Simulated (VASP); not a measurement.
# LaHg in VASP: notebook, part 2 of 3

VASP 6.6.1. The steps go on from the part before.

## 4. Electric field gradients, LDA (equal xy, yz and zx shear strains of -2 %)

INCAR

```
SYSTEM = LaHg
PREC = Accurate
ENCUT = 520
EDIFF = 1E-8
ISMEAR = -1
SIGMA = 0.08
LREAL = .False.
LASPH = .True.
NELM = 80
ALGO = Normal
ISIF = 2
LWAVE = .False.
LCHARG = .False.
LEFG = .True.
NBANDS = 18
```

KPOINTS

```
regular mesh
0
Gamma
  11 11 11
  0 0 0
```

POSCAR

```
LaHg
1.0
    3.8370000000     -0.0383700000     -0.0383700000
   -0.0383700000      3.8370000000     -0.0383700000
   -0.0383700000     -0.0383700000      3.8370000000
La Hg
1 1
Direct
    0.5000000000      0.5000000000      0.5000000000
    0.0000000000      0.0000000000      0.0000000000
```

Potentials or basis: VASP PAW LDA potentials, release 64 (La, Hg).

Started as:

```bash
> cat potpaw_LDA.64/La/POTCAR potpaw_LDA.64/Hg/POTCAR > POTCAR
> mpirun -np 1 vasp_std > vasp.out
```

OUTCAR:

```text
SYSTEM = LaHg
   PREC = Accurate
   ENCUT = 520
   EDIFF = 1E-8
   ISMEAR = -1
   LREAL = .False.
   LASPH = .True.
   NELM = 80
   ISIF = 2

 ion  position               nearest neighbor table
   1  0.500  0.500  0.500-   2 3.26   2 3.26   2 3.35   2 3.35   2 3.35   2 3.35   2 3.35   2 3.35

   2  0.000  0.000  0.000-   1 3.26   1 3.26   1 3.35   1 3.35   1 3.35   1 3.35   1 3.35   1 3.35

  LATTYP: Found a trigonal (rhomboedric) cell.
 ALAT       =     3.8373836808
 COS(alpha) =    -0.0198960208

  Lattice vectors:

 A1 = (   3.8370000000,  -0.0383700000,  -0.0383700000)
 A2 = (  -0.0383700000,   3.8370000000,  -0.0383700000)
 A3 = (  -0.0383700000,  -0.0383700000,   3.8370000000)

Analysis of symmetry for initial positions (statically):
=====================================================================
 Subroutine PRICEL returns:
 Original cell was already a primitive cell.

 Routine SETGRP: Setting up the symmetry group for a
 trigonal (rhombohedral) supercell.

 Subroutine GETGRP returns: Found 12 space group operations
 (whereof 12 operations were pure point group operations)
 out of a pool of 12 trial point group operations.

The static configuration has the point symmetry D_3d.

Analysis of symmetry for dynamics (positions and initial velocities):
=====================================================================
 Subroutine PRICEL returns:
 Original cell was already a primitive cell.

 Routine SETGRP: Setting up the symmetry group for a
 trigonal (rhombohedral) supercell.

 Subroutine GETGRP returns: Found 12 space group operations
 (whereof 12 operations were pure point group operations)
 out of a pool of 12 trial point group operations.

The dynamic configuration has the point symmetry D_3d.

 Subroutine INISYM returns: Found 12 space group operations
 (whereof 12 operations are pure point group operations),
 and found     1 'primitive' translations

----------------------------------------------------------------------------------------

                                     Primitive cell

  volume of cell :      56.4734

  direct lattice vectors                    reciprocal lattice vectors
     3.837000000 -0.038370000 -0.038370000     0.260672937  0.002633060  0.002633060
    -0.038370000  3.837000000 -0.038370000     0.002633060  0.260672937  0.002633060
    -0.038370000 -0.038370000  3.837000000     0.002633060  0.002633060  0.260672937

  length of vectors
     3.837383681  3.837383681  3.837383681     0.260699533  0.260699533  0.260699533

  position of ions in fractional coordinates (direct lattice)
     0.500000000  0.500000000  0.500000000
     0.000000000  0.000000000  0.000000000

  ion indices of the primitive-cell ions
   primitive index   ion index
                 1           1
                 2           2

----------------------------------------------------------------------------------------

 KPOINTS: regular mesh

Automatic generation of k-mesh.
 Grid dimensions read from file:
[... 73 lines left out ...]
   POTIM  = 0.5000    time-step for ionic-motion
   TEBEG  =    0.0;   TEEND  =   0.0 temperature during run
   PSTRESS=    0.0 pullay stress
   NELECT =      23.0000    total number of electrons
   NUPDOWN=      -1.0000    fix difference up-down
   EMIN   =  10.00;   EMAX   =-10.00  energy-range for DOS
   EFERMI =   0.00;   METHOD = LEGACY
   ISMEAR =    -1;   SIGMA  =   0.08  broadening in eV -4-tet -1-fermi 0-gaus
   EFERMI_NEDOS =   21; number of points for ismear=-14 and -15
   IALGO  =     38    algorithm
   IMIX   =      4    mixing-type and parameters
     AMIX     =   0.40;   BMIX     =  1.00
     AMIX_MAG =   1.60;   BMIX_MAG =  1.00
  volume/ion in A,a.u.               =      28.24       190.55
  Fermi-wavevector in a.u.,A,eV,Ry     =   1.213490  2.293163 20.035352  1.472557
  Thomas-Fermi vector in A             =   2.348940
   LORBIT       =      0    0 simple, 1 ext, 2 COOP (PROOUT), +10 PAW based schemes
   GGA     = CA    functional components
   LHFCALC =     F    Hartree Fock is set to
   AEXX    =    0.0000 exact exchange contribution
   IVDW    =     0    specifies the selected vdW correction
   LEPSILON=     F    determine dielectric tensor
   LRPA    =     F    only Hartree local field effects (RPA)
 non-spin polarized calculation
  energy-cutoff  :      520.00
  volume of cell :       56.47
 maximum number of plane-waves:      1537
 NGX is ok and might be reduce to    30
   NGX = 15   NGY = 15   NGZ = 15

 number of electron      23.0000002 magnetization

 Free energy of the ion-electron system (eV)
  ---------------------------------------------------
  ext. energy  EPLUGINS =         0.00000000
  ---------------------------------------------------
  free energy    TOTEN  =        -7.68464879 eV

  energy without entropy =       -7.62693742  energy(sigma->0) =       -7.65579310

 E-fermi :   6.6158     XC(G=0): -10.6547

 val. band max:        6.6153173481   @ k =   0.0909   0.0000   0.0000
 cond. band min:       6.6192500089   @ k =   0.0909   0.0909   0.0909
 fundamental gap:      0.0039326609
 Fermi energy:         6.6158185214

 k-point     1 :       0.0000    0.0000    0.0000
  band No.  band energies     occupation
      1     -26.3103      2.00000
      2      -9.8014      2.00000
      3      -9.7621      2.00000
      4      -9.7621      2.00000
      5      -1.0476      2.00000
      6      -1.0476      2.00000
[... 481 lines left out ...]
      5      -0.9449      2.00000
      6      -0.8103      2.00000
[... 10 lines left out ...]
     17       8.1707      0.00000
     18       8.1934      0.00000

 [... further k-points ...]

------------------------ aborting loop because EDIFF is reached ----------------------------------------

  FORCE on cell =-STRESS in cart. coord.  units (eV):
  Direction    XX          YY          ZZ          XY          YZ          ZX
  --------------------------------------------------------------------------------------
  -------------------------------------------------------------------------------------
  Total       -0.5875675     -0.5875675     -0.5875675      0.1908642      0.1908642      0.1908642
  in kB      -16.6695603    -16.6695603    -16.6695603      5.4149062      5.4149062      5.4149062
  external PRESSURE =     -16.6695603 kB  Pullay stress =       0.0000000 kB

 VOLUME and BASIS-vectors are now :
 -----------------------------------------------------------------------------
  energy-cutoff  :      520.00
  volume of cell :       56.47
      direct lattice vectors                 reciprocal lattice vectors
     3.837000000 -0.038370000 -0.038370000     0.260672937  0.002633060  0.002633060
    -0.038370000  3.837000000 -0.038370000     0.002633060  0.260672937  0.002633060
    -0.038370000 -0.038370000  3.837000000     0.002633060  0.002633060  0.260672937

 POSITION                                       TOTAL-FORCE (eV/Angst)
 -----------------------------------------------------------------------------------
      1.88013      1.88013      1.88013         0.000000     -0.000000      0.000000
      0.00000      0.00000      0.00000        -0.000000      0.000000      0.000000
 -----------------------------------------------------------------------------------
    total drift:                                0.000000     -0.000000     -0.000000

  FREE ENERGIE OF THE ION-ELECTRON SYSTEM (eV)
  ---------------------------------------------------
  free  energy   TOTEN  =        -7.6846487869 eV

  energy  without entropy=       -7.6269374178  energy(sigma->0) =       -7.65579310

 Electric field gradients (V/A^2)
---------------------------------------------------------------------
 ion       V_xx      V_yy      V_zz      V_xy      V_xz      V_yz
---------------------------------------------------------------------
   1       0.000     0.000     0.000    -2.204    -2.204    -2.204
   2      -0.000    -0.000    -0.000    11.509    11.509    11.509
---------------------------------------------------------------------

 Electric field gradients after diagonalization (V/A^2)
 (convention: |V_zz| > |V_xx| > |V_yy|)
----------------------------------------------------------------------
 ion       V_xx      V_yy      V_zz     asymmetry (V_yy - V_xx)/ V_zz
----------------------------------------------------------------------
   1       2.204     2.204    -4.409       0.000
   2     -11.509   -11.509    23.018       0.000
----------------------------------------------------------------------

           NMR quadrupolar parameters

 Cq : quadrupolar parameter    Cq=e*Q*V_zz/h
 eta: asymmetry parameters     (V_yy - V_xx)/ V_zz
 Q  : nuclear electric quadrupole moment in mb (millibarn)
----------------------------------------------------------------------
 ion       Cq(MHz)       eta       Q (mb)
----------------------------------------------------------------------
   1      -0.011       0.000       1.000
   2       0.056       0.000       1.000
----------------------------------------------------------------------
```

OSZICAR:

```text
N       E                     dE             d eps       ncg     rms          rms(c)
DAV:   1     0.199865944992E+03    0.19987E+03   -0.96764E+03  5424   0.186E+03
DAV:   2     0.196672268940E+02   -0.18020E+03   -0.16731E+03  6526   0.269E+02
DAV:   3    -0.644742454305E+01   -0.26115E+02   -0.24841E+02  7342   0.137E+02
DAV:   4    -0.815043071001E+01   -0.17030E+01   -0.16406E+01  9500   0.303E+01
DAV:   5    -0.821513891990E+01   -0.64708E-01   -0.62789E-01  7452   0.438E+00    0.434E+00
DAV:   6    -0.770126724231E+01    0.51387E+00   -0.30578E+00  8610   0.143E+01    0.313E+00
DAV:   7    -0.769534973990E+01    0.59175E-02   -0.14788E-01  8374   0.329E+00    0.168E+00
DAV:   8    -0.768524019382E+01    0.10110E-01   -0.17131E-02  8990   0.113E+00    0.140E-01
DAV:   9    -0.768469581790E+01    0.54438E-03   -0.17721E-03  9390   0.365E-01    0.439E-02
DAV:  10    -0.768465256484E+01    0.43253E-04   -0.25922E-04  9518   0.137E-01    0.231E-02
DAV:  11    -0.768464930751E+01    0.32573E-05   -0.15559E-05  8244   0.329E-02    0.125E-02
DAV:  12    -0.768464876558E+01    0.54193E-06   -0.78647E-06  9070   0.191E-02    0.103E-03
DAV:  13    -0.768464878539E+01   -0.19805E-07   -0.28916E-07  7132   0.379E-03    0.453E-04
DAV:  14    -0.768464878693E+01   -0.15459E-08   -0.25459E-08  7422   0.122E-03
   1 F= -.76846488E+01 E0= -.76557931E+01  d E =-.577114E-01
```

It took 2.2 min on 1 thread of Intel Xeon Platinum 8488C (Sapphire Rapids), shared host; peak memory 0.3 GiB.

What came out:

```
Free energy                             : -7.6846 eV
Pressure                                : -1.7 GPa
Band gap on the k mesh                  : zero (an odd number of electrons rules out a gap without spin polarisation)
Largest electric field gradient by atom : La -4.4; Hg +23.0 V/Å²
```

Levels at points of the mesh, in eV from the Fermi level:
| k point | band 8 | band 9 | band 10 | band 11 | band 12 | band 13 | band 14 | band 15 |
| --- | --- | --- | --- | --- | --- | --- | --- | --- |
| (0.00, 0.00, 0.00) | -7.20 | -7.20 | -7.10 | -0.04 | -0.04 | 1.36 | 1.36 | 1.40 |

Electric field gradients, principal values (V/Å²):
```tsv
atom	least	middle	greatest (by size)
1 La	2.204	2.204	-4.409
2 Hg	-11.509	-11.509	23.018
```

Caveat: the cell differs from its parent crystal (equal xy, yz and zx shear strains of -2 %); without QUAD_EFG the Cq values of the log hold for a quadrupole moment of 1 mb, not for the nuclei; spin-orbit coupling is left out, which moves the levels of the heavy elements.

## 5. Electric field gradients, LDA (equal xy, yz and zx shear strains of -1 %)

INCAR

```
PREC = Accurate
ENCUT = 520
EDIFF = 1E-8
ISMEAR = -1
SIGMA = 0.08
LREAL = False
LASPH = True
NELM = 100
ALGO = Normal
ISIF = 2
LWAVE = False
LCHARG = False
LEFG = True
NBANDS = 18
```

KPOINTS

```
Automatic mesh
0
Gamma
  11 11 11
```

POSCAR

```
LaHg
1.0
    3.8370000000     -0.0191850000     -0.0191850000
   -0.0191850000      3.8370000000     -0.0191850000
   -0.0191850000     -0.0191850000      3.8370000000
La Hg
1 1
Direct
    0.5000000000      0.5000000000      0.5000000000
    0.0000000000      0.0000000000      0.0000000000
```

Potentials or basis: VASP PAW LDA potentials, release 64 (La, Hg).

Started as:

```bash
> cat potpaw_LDA.64/La/POTCAR potpaw_LDA.64/Hg/POTCAR > POTCAR
> mpirun -np 1 vasp_std > vasp.out
```

OUTCAR:

```text
PREC = Accurate
   ENCUT = 520
   EDIFF = 1E-8
   ISMEAR = -1
   LREAL = False
   LASPH = True
   NELM = 100
   ISIF = 2

 ion  position               nearest neighbor table
   1  0.500  0.500  0.500-   2 3.29   2 3.29   2 3.33   2 3.33   2 3.33   2 3.33   2 3.33   2 3.33

   2  0.000  0.000  0.000-   1 3.29   1 3.29   1 3.33   1 3.33   1 3.33   1 3.33   1 3.33   1 3.33

  LATTYP: Found a trigonal (rhomboedric) cell.
 ALAT       =     3.8370959238
 COS(alpha) =    -0.0099745013

  Lattice vectors:

 A1 = (   3.8370000000,  -0.0191850000,  -0.0191850000)
[... 717 lines left out ...]
  ---------------------------------------------------
  free  energy   TOTEN  =        -7.6887614653 eV

  energy  without entropy=       -7.6310326268  energy(sigma->0) =       -7.65989705

 Electric field gradients (V/A^2)
---------------------------------------------------------------------
 ion       V_xx      V_yy      V_zz      V_xy      V_xz      V_yz
---------------------------------------------------------------------
   1       0.000     0.000     0.000    -1.281    -1.281    -1.281
   2       0.000    -0.000    -0.000     5.346     5.346     5.346
---------------------------------------------------------------------

 Electric field gradients after diagonalization (V/A^2)
 (convention: |V_zz| > |V_xx| > |V_yy|)
----------------------------------------------------------------------
 ion       V_xx      V_yy      V_zz     asymmetry (V_yy - V_xx)/ V_zz
----------------------------------------------------------------------
   1       1.281     1.281    -2.562       0.000
   2      -5.346    -5.346    10.691       0.000
----------------------------------------------------------------------

           NMR quadrupolar parameters

 Cq : quadrupolar parameter    Cq=e*Q*V_zz/h
 eta: asymmetry parameters     (V_yy - V_xx)/ V_zz
 Q  : nuclear electric quadrupole moment in mb (millibarn)
----------------------------------------------------------------------
 ion       Cq(MHz)       eta       Q (mb)
----------------------------------------------------------------------
   1      -0.006       0.000       1.000
   2       0.026       0.000       1.000
----------------------------------------------------------------------
```

It took 2 min on 1 thread of Intel Xeon Platinum 8488C (Sapphire Rapids), shared host; peak memory 0.31 GiB.

What came out:

```yaml
Free_energy: -7.6888 eV
Pressure: -1.7 GPa
Band_gap_on_the_k_mesh: zero (an odd number of electrons rules out a gap without spin polarisation)
Largest_electric_field_gradient_by_atom: La -2.6; Hg +10.7 V/Å²
```

Stress tensor (GPa, compression positive):
```
-1.71  0.26  0.26
 0.26 -1.71  0.26
 0.26  0.26 -1.71
```

Electric field gradients, principal values (V/Å²):
```csv
atom,least,middle,greatest (by size)
1 La,1.281,1.281,-2.562
2 Hg,-5.346,-5.346,10.691
```

Caveat: the cell differs from its parent crystal (equal xy, yz and zx shear strains of -1 %); without QUAD_EFG the Cq values of the log hold for a quadrupole moment of 1 mb, not for the nuclei; spin-orbit coupling is left out, which moves the levels of the heavy elements.

[end of part 2 of 3]
